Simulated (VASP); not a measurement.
Write the native input for VASP 6.6.1 that does the following.

```
Task                   : electric field gradients
Functional             : LDA
Potentials or basis    : VASP PAW LDA potentials, release 64 (Pd)
Cutoff                 : 520 eV
k mesh                 : 18 × 18 × 18
Occupations            : fermi-dirac, width 0.05 eV
Spin                   : no spin polarisation
Dipole correction      : no
Further INCAR settings : ALGO = Normal; EDIFF = 1e-08; NBANDS = 11
```

The structure of Pd lies in POSCAR:

```
Pd
1.0
    0.0000000000      1.9318465866      1.9318465866
    1.9318465866      0.0000000000      1.9318465866
    1.9318465866      1.9318465866      0.0000000000
Pd
1
Direct
    0.0000000000      0.0000000000      0.0000000000
```

These files were run (other wordings do the same):

INCAR

```
SYSTEM = Pd
  PREC = Accurate
  ENCUT = 520
  EDIFF = 1E-8
  ISMEAR = -1
  SIGMA = 0.05
  LREAL = .FALSE.
  LASPH = .TRUE.
  NELM = 80
  ALGO = Normal
  ISIF = 2
  LWAVE = .FALSE.
  LCHARG = .FALSE.
  LEFG = .TRUE.
  NBANDS = 11
```

KPOINTS

```
regular mesh
0
G
  18 18 18
  0 0 0
```

Potentials or basis: VASP PAW LDA potentials, release 64 (Pd).

The run is started by

```console
$ cat potpaw_LDA.64/Pd/POTCAR > POTCAR
$ mpirun -np 1 vasp_std > vasp.out
```

It gave:

The pressure is -3.8 GPa and the band gap on the k mesh is zero (bands 5 and 6 overlap by 1.65 eV). The largest electric field gradient by atom is zero within the noise of the run.

Caveat: the cell stands under tension.

Run time: 16 s on 1 thread of Intel(R) Xeon(R) Platinum 8375C CPU @ 2.90GHz (Ice Lake), on a shared host, peak memory 0.14 GiB.
